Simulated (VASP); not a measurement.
# BN (P6_3/mmc) in VASP: a series of runs

Aim: see how the results for BN move with the level of theory and the settings. Levels: r2SCAN+rVV10, PBE, r2SCAN. Tasks: relaxation of cell and atoms, single point.

Program: VASP 6.6.1. These are calculated values, not measurements. Logs are shortened: lines on timing, memory, paths and dates and some standing lists are left out, and cuts for length are marked.

### 1 The cell of the first run

The structure is hexagonal, space group P6_3/mmc (No. 194). Conventional cell: a = 2.506 Å, b = 2.506 Å, c = 6.614 Å, α = 90.00°, β = 90.00°, γ = 120.00°. B (site symmetry -6m2) has 3 N at 1.45 Å within 1.9 Å. Within 1.9 Å of N (site symmetry -6m2) lie 3 B at 1.45 Å.

### 2 Relaxation of cell and atoms, r2SCAN+rVV10

POSCAR reads:

```
BN
1.0
    2.5064254026      0.0000000000      0.0000000000
   -1.2532127013      2.1706280714      0.0000000000
    0.0000000000      0.0000000000      6.6141211379
B N
2 2
Direct
    0.3333333333      0.6666666667      0.2500000000
    0.6666666667      0.3333333333      0.7500000000
    0.3333333333      0.6666666667      0.7500000000
    0.6666666667      0.3333333333      0.2500000000
```

INCAR.step1 reads:

```
  ALGO = Normal
  EDIFF = 1E-4
  ENCUT = 600
  GGA = PE
  ISMEAR = -1
  LASPH = T
  LCHARG = F
  LREAL = F
  LWAVE = T
  NELM = 100
  PREC = Accurate
  SIGMA = 0.02
```

INCAR.step2 reads:

```
  ALGO = Normal
  BPARAM = 11.95
  CPARAM = 0.0093
  EDIFF = 1E-7
  EDIFFG = -0.005
  ENCUT = 600
  IBRION = 2
  ISIF = 3
  ISMEAR = -1
  ISTART = 1
  IVDW_NL = 2
  LASPH = T
  LCHARG = F
  LMIXTAU = T
  LREAL = F
  LUSE_VDW = T
  LWAVE = F
  METAGGA = R2SCAN
  NELM = 100
  NSW = 80
  PREC = Accurate
  SIGMA = 0.02
```

KPOINTS reads:

```
k-points
0
Gamma
  12 12 4
```

Potentials or basis: VASP PAW PBE potentials, release 64 (B, N).

Launch:

```sh
cat potpaw_PBE.64/B/POTCAR potpaw_PBE.64/N/POTCAR > POTCAR
cp INCAR.step1 INCAR
mpirun -np 1 vasp_std > vasp.out
cp INCAR.step2 INCAR
mpirun -np 1 vasp_std > vasp.out
```

OUTCAR:

```text
BPARAM = 11.95
   EDIFF = 1E-7
   EDIFFG = -0.005
   ENCUT = 600
   IBRION = 2
   ISIF = 3
   ISMEAR = -1
   ISTART = 1
   IVDW_NL = 2
   LASPH = T
   LREAL = F
   METAGGA = R2SCAN
   NELM = 100
   NSW = 80
   PREC = Accurate

 ion  position               nearest neighbor table
   1  0.333  0.667  0.250-   4 1.45   4 1.45   4 1.45
   2  0.667  0.333  0.750-   3 1.45   3 1.45   3 1.45
   3  0.333  0.667  0.750-   2 1.45   2 1.45   2 1.45
   4  0.667  0.333  0.250-   1 1.45   1 1.45   1 1.45

  LATTYP: Found a hexagonal cell.
 ALAT       =     2.5064254026
 C/A-ratio  =     2.6388661442

  Lattice vectors:

 A1 = (   2.5064254026,   0.0000000000,   0.0000000000)
 A2 = (  -1.2532127013,   2.1706280714,   0.0000000000)
 A3 = (   0.0000000000,   0.0000000000,   6.6141211379)

Analysis of symmetry for initial positions (statically):
=====================================================================
 Subroutine PRICEL returns:
 Original cell was already a primitive cell.

 Routine SETGRP: Setting up the symmetry group for a
 hexagonal supercell.

 Subroutine GETGRP returns: Found 24 space group operations
 (whereof 12 operations were pure point group operations)
 out of a pool of 24 trial point group operations.

The static configuration has the point symmetry D_3d.
 The point group associated with its full space group is D_6h.

Analysis of symmetry for dynamics (positions and initial velocities):
=====================================================================
 Subroutine PRICEL returns:
 Original cell was already a primitive cell.

 Routine SETGRP: Setting up the symmetry group for a
 hexagonal supercell.

 Subroutine GETGRP returns: Found 24 space group operations
 (whereof 12 operations were pure point group operations)
 out of a pool of 24 trial point group operations.

The dynamic configuration has the point symmetry D_3d.
 The point group associated with its full space group is D_6h.

 Subroutine INISYM returns: Found 24 space group operations
 (whereof 12 operations are pure point group operations),
 and found     1 'primitive' translations

----------------------------------------------------------------------------------------

                                     Primitive cell

  volume of cell :      35.9842

[... 111 lines left out ...]
     AMIX     =   0.40;   BMIX     =  1.00
     AMIX_MAG =   1.60;   BMIX_MAG =  1.00
  volume/ion in A,a.u.               =       9.00        60.71
  Fermi-wavevector in a.u.,A,eV,Ry     =   1.249522  2.361255 21.242861  1.561306
  Thomas-Fermi vector in A             =   2.383559
   LORBIT       =      0    0 simple, 1 ext, 2 COOP (PROOUT), +10 PAW based schemes
   METAGGA = R2SCAN    functional components
   LHFCALC =     F    Hartree Fock is set to
   AEXX    =    0.0000 exact exchange contribution
   IVDW_NL    =     2    kernel type
   BPARAM     =11.9500
   IVDW    =     0    specifies the selected vdW correction
   LEPSILON=     F    determine dielectric tensor
   LRPA    =     F    only Hartree local field effects (RPA)
 conjugate gradient relaxation of ions
 non-spin polarized calculation
  energy-cutoff  :      600.00
  volume of cell :       35.98
 maximum number of plane-waves:      1224
 NGX is ok and might be reduce to    20
   NGX =  9   NGY =  9   NGZ = 27

--------------------------------------- Ionic step        1  -------------------------------------------

 number of electron      15.9999998 magnetization

 Free energy of the ion-electron system (eV)
  ---------------------------------------------------
  ext. energy  EPLUGINS =         0.00000000
  ---------------------------------------------------
  free energy    TOTEN  =       -38.24749833 eV

  energy without entropy =      -38.24749833  energy(sigma->0) =      -38.24749833

------------------------ aborting loop because EDIFF is reached ----------------------------------------

  FORCE on cell =-STRESS in cart. coord.  units (eV):
  Direction    XX          YY          ZZ          XY          YZ          ZX
  --------------------------------------------------------------------------------------
  -------------------------------------------------------------------------------------
  Total       -0.4066702     -0.4066702     -0.1494403      0.0000000     -0.0000000      0.0000000
  in kB      -18.1067531    -18.1067531     -6.6537419      0.0000000     -0.0000000      0.0000000
  external PRESSURE =     -14.2890827 kB  Pullay stress =       0.0000000 kB
[... 177 lines left out ...]
--------------------------------------- Ionic step        6  -------------------------------------------

 number of electron      15.9999998 magnetization

 Free energy of the ion-electron system (eV)
  ---------------------------------------------------
  ext. energy  EPLUGINS =         0.00000000
  ---------------------------------------------------
  free energy    TOTEN  =       -38.24962648 eV

  energy without entropy =      -38.24962648  energy(sigma->0) =      -38.24962648

 E-fermi :   2.6941     XC(G=0): -10.9568

 val. band max:        2.2069468480   @ k =   0.3333   0.2500   0.0000
 cond. band min:       6.9979108763   @ k =   0.5000  -0.0000   0.0000
 fundamental gap:      4.7909640284
 Fermi energy:         2.6940755051

 k-point     1 :       0.0000    0.0000    0.0000
  band No.  band energies     occupation
      1     -16.6452      2.00000
      2     -16.3009      2.00000
      3      -4.3230      2.00000
      4      -1.8774      2.00000
      5       0.8381      2.00000
      6       0.8381      2.00000
      7       0.8865      2.00000
      8       0.8865      2.00000
      9       7.8696      0.00000
     10      13.4929      0.00000
     11      14.4871      0.00000
     12      14.4871      0.00000
[... 331 lines left out ...]
 k-point    24 :       0.3333    0.0000    0.2500
  band No.  band energies     occupation
      1     -14.5409      2.00000
      2     -14.3654      2.00000
      3      -5.0019      2.00000
      4      -4.9285      2.00000
      5      -1.5144      2.00000
      6      -1.4585      2.00000
      7      -1.1331      2.00000
      8       0.2646      2.00000
      9       9.6591      0.00000
     10      10.3740      0.00000
     11      11.8652      0.00000
     12      13.1409      0.00000

 [... further k-points ...]

------------------------ aborting loop because EDIFF is reached ----------------------------------------

  FORCE on cell =-STRESS in cart. coord.  units (eV):
  Direction    XX          YY          ZZ          XY          YZ          ZX
  --------------------------------------------------------------------------------------
  -------------------------------------------------------------------------------------
  Total        0.0134785      0.0134785     -0.0176981      0.0000000      0.0000000      0.0000000
  in kB        0.6125317      0.6125317     -0.8042884      0.0000000      0.0000000      0.0000000
  external PRESSURE =       0.1402584 kB  Pullay stress =       0.0000000 kB
[... 19 lines left out ...]
  FREE ENERGIE OF THE ION-ELECTRON SYSTEM (eV)
  ---------------------------------------------------
  free  energy   TOTEN  =       -38.2496264827 eV

  energy  without entropy=      -38.2496264827  energy(sigma->0) =      -38.24962648

 reached required accuracy - stopping structural energy minimisation
```

OUTCAR.step1:

```text
EDIFF = 1E-4
   ENCUT = 600
   GGA = PE
   ISMEAR = -1
   LASPH = T
[... 590 lines left out ...]
     -0.00000      1.44709      1.65353         0.000000      0.000000      0.000000
      1.25321      0.72354      4.96059        -0.000000     -0.000000      0.000000
     -0.00000      1.44709      4.96059        -0.000000      0.000000      0.000000
      1.25321      0.72354      1.65353         0.000000     -0.000000      0.000000
 -----------------------------------------------------------------------------------
    total drift:                               -0.000000      0.000000      0.000000

  FREE ENERGIE OF THE ION-ELECTRON SYSTEM (eV)
  ---------------------------------------------------
  free  energy   TOTEN  =       -35.1580314110 eV

  energy  without entropy=      -35.1580314110  energy(sigma->0) =      -35.15803141
```

It took 8.1 min on 1 thread of AMD EPYC 9R45 (Zen 5), shared host; peak memory 0.24 GiB.

Results:

- Free energy: -38.2496 eV
- Relaxed volume: 8.81 Å³/atom
- Relaxed cell: a = 2.502 Å, b = 2.502 Å, c = 6.502 Å, α = 90.00°, β = 90.00°, γ = 120.00°
- Space group after relaxing (to 0.05 Å): P6_3/mmc (No. 194)
- Energy gained by relaxing: 0.5 meV/atom
- Ionic steps: 6
- Pressure after relaxing: 0.0 GPa
- Band gap on the k mesh: 4.79 eV, indirect (least direct gap 5.20 eV)

Stress tensor (GPa, compression positive):
```
 0.06  0.00  0.00
 0.00  0.06  0.00
 0.00  0.00 -0.08
```

The path:
```
step  energy change (eV)  largest force (eV/Å)  pressure (GPa)  volume (Å³)
   1              0.0000                0.0000           -1.43        35.98
   2              0.0017                0.0000            2.27        35.57
   3             -0.0008                0.0000           -0.13        35.83
   4             -0.0010                0.0000           -0.12        35.78
   5             -0.0016                0.0000           -0.08        35.60
   6             -0.0021                0.0000            0.01        35.26
```

Final structure:
```
B N
1.0
     2.50220    0.00000    0.00000
    -1.25110    2.16697    0.00000
     0.00000    0.00000    6.50203
B N
2 2
Direct
  0.33333 0.66667 0.25000
  0.66667 0.33333 0.75000
  0.33333 0.66667 0.75000
  0.66667 0.33333 0.25000
```

Caveat: the PAW data sets were made with another functional, which shifts forces and pressure a little. r2SCAN opens gaps a little over a GGA but as a rule still falls short of measured ones.

### 3 Single point, PBE

This run uses another cell than the first one, of 8.83 Å³/atom, 0.982 times its volume.

INCAR reads:

```
PREC = Accurate
ENCUT = 520
EDIFF = 1E-7
ISMEAR = 0
SIGMA = 0.01
LREAL = F
LASPH = T
NELM = 80
ALGO = Normal
ISIF = 2
LWAVE = F
LCHARG = F
GGA = PE
NBANDS = 16
```

KPOINTS reads:

```
Automatic mesh
0
Gamma
  12 12 4
```

POSCAR reads:

```
BN
1.0
    2.5005826776      0.0000000000      0.0000000000
   -1.2502913388      2.1655681231      0.0000000000
    0.0000000000      0.0000000000      6.5236371384
B N
2 2
Direct
    0.3333333333      0.6666666667      0.2500000000
    0.6666666667      0.3333333333      0.7500000000
    0.3333333333      0.6666666667      0.7500000000
    0.6666666667      0.3333333333      0.2500000000
```

Potentials or basis: VASP PAW PBE potentials, release 64 (B, N).

Launch:

```sh
cat potpaw_PBE.64/B/POTCAR potpaw_PBE.64/N/POTCAR > POTCAR
mpirun -np 1 vasp_std > vasp.out
```

It took 74 s on 1 thread of AMD EPYC 7R13 (Zen 3), shared host; peak memory 0.13 GiB.

The run converged. Its results:

* Free energy: -35.1368 eV
* Pressure: 4.7 GPa
* Band gap on the k mesh: 4.24 eV, indirect (least direct gap 4.65 eV)

Stress tensor (GPa, compression positive):
```
5.36 0.00 0.00
0.00 5.36 0.00
0.00 0.00 3.47
```

Levels at points of the mesh, in eV from the valence-band top:
| k point | band 5 | band 6 | band 7 | band 8 | band 9 | band 10 | band 11 | band 12 |
| --- | --- | --- | --- | --- | --- | --- | --- | --- |
| (0.00, 0.00, 0.00) | -1.34 | -1.34 | -1.30 | -1.30 | 5.36 | 10.53 | 11.56 | 11.56 |
| (0.50, 0.00, 0.00) | -4.17 | -4.09 | -1.51 | -0.41 | 4.24 | 5.72 | 9.58 | 9.97 |
| (0.00, 0.00, 0.50) | -1.32 | -1.32 | -1.32 | -1.32 | 7.83 | 7.83 | 11.63 | 11.63 |
| (0.50, 0.00, 0.50) | -4.13 | -4.13 | -0.93 | -0.93 | 4.73 | 4.73 | 9.96 | 9.96 |

Caveat: this functional lacks dispersion, which binds the layers, so the pressure and a relaxed spacing across them are unreliable.

### 4 Single point, r2SCAN

This run uses another cell than the first one, of 8.83 Å³/atom, 0.982 times its volume.

POSCAR is that of step 3.

INCAR.step1 reads:

```
PREC     = Accurate       # precision mode
ENCUT    = 520            # plane-wave cutoff, eV
ISMEAR   = 0              # smearing method
SIGMA    = 0.01           # smearing width, eV
LREAL    = False          # projectors in reciprocal space
LASPH    = True           # aspherical terms in the spheres
NELM     = 80             # most SCF steps
NBANDS   = 16             # bands
GGA      = PE             # functional
ALGO     = Normal         # electronic algorithm
EDIFF    = 1E-4           # SCF threshold, eV
LWAVE    = True           # write WAVECAR
LCHARG   = False          # write CHGCAR
```

INCAR.step2 reads:

```
PREC     = Accurate       # precision mode
ENCUT    = 520            # plane-wave cutoff, eV
EDIFF    = 1E-6           # SCF threshold, eV
ISMEAR   = 0              # smearing method
SIGMA    = 0.01           # smearing width, eV
LREAL    = False          # projectors in reciprocal space
LASPH    = True           # aspherical terms in the spheres
NELM     = 80             # most SCF steps
ALGO     = Normal         # electronic algorithm
ISIF     = 2              # what is computed and relaxed
LWAVE    = False          # write WAVECAR
LCHARG   = True           # write CHGCAR
METAGGA  = R2SCAN         # meta-GGA
LMIXTAU  = True         
LELF     = True           # ELF
LVHAR    = True         
NBANDS   = 16             # bands
ISTART   = 1
```

KPOINTS is that of step 3.

Launch:

```sh
cat potpaw_PBE.64/B/POTCAR potpaw_PBE.64/N/POTCAR > POTCAR
cp INCAR.step1 INCAR
mpirun -np 1 vasp_std > vasp.out
cp INCAR.step2 INCAR
mpirun -np 1 vasp_std > vasp.out
```

Wall time 3.3 min (1 thread of AMD EPYC 7R13 (Zen 3), shared host); peak memory 0.13 GiB.

The run converged. Its results:

* Free energy: -38.5874 eV
* Pressure: 1.0 GPa
* Band gap on the k mesh: 4.84 eV, indirect (least direct gap 5.25 eV)

Stress tensor (GPa, compression positive):
```
0.93 0.00 0.00
0.00 0.93 0.00
0.00 0.00 1.29
```

Levels at points of the mesh, in eV from the valence-band top:
```
           k point  band 6  band 7  band 8  band 9  band 10  band 11
(0.00, 0.00, 0.00)   -1.36   -1.32   -1.32    5.76    11.33    12.31
(0.50, 0.00, 0.00)   -4.23   -1.52   -0.41    4.84     6.42    10.26
(0.00, 0.00, 0.50)   -1.34   -1.34   -1.34    8.36     8.36    12.38
(0.50, 0.00, 0.50)   -4.27   -0.94   -0.94    5.34     5.34    10.68
```

Caveat: the PAW data sets were made with another functional, which shifts forces and pressure a little. r2SCAN opens gaps a little over a GGA but as a rule still falls short of measured ones.

### 5 The runs side by side

```csv
task,level,cell,cutoff (eV),smearing,gap on the mesh (eV),pressure (GPa)
relaxation of cell and atoms,r2SCAN+rVV10,"relaxed from a = 2.506, b = 2.506, c = 6.614 Å, angles 90.0, 90.0, 120.0°, 4 atoms",600,fermi-dirac 0.02 eV,4.79,0.0
single point,PBE,"a = 2.501, b = 2.501, c = 6.524 Å, angles 90.0, 90.0, 120.0°, 4 atoms",520,gaussian 0.01 eV,4.24,4.7
single point,r2SCAN,"a = 2.501, b = 2.501, c = 6.524 Å, angles 90.0, 90.0, 120.0°, 4 atoms",520,gaussian 0.01 eV,4.84,1.0
```

Alike in all rows: potentials or basis VASP PAW PBE potentials, release 64 (B, N); no spin polarisation; k mesh 12 × 12 × 4.

Caveats: the PAW data sets were made with another functional, which shifts forces and pressure a little (some runs); this functional lacks dispersion, which binds the layers, so the pressure and a relaxed spacing across them are unreliable (some runs).

Absolute energies hang on the potentials; compare differences alone.
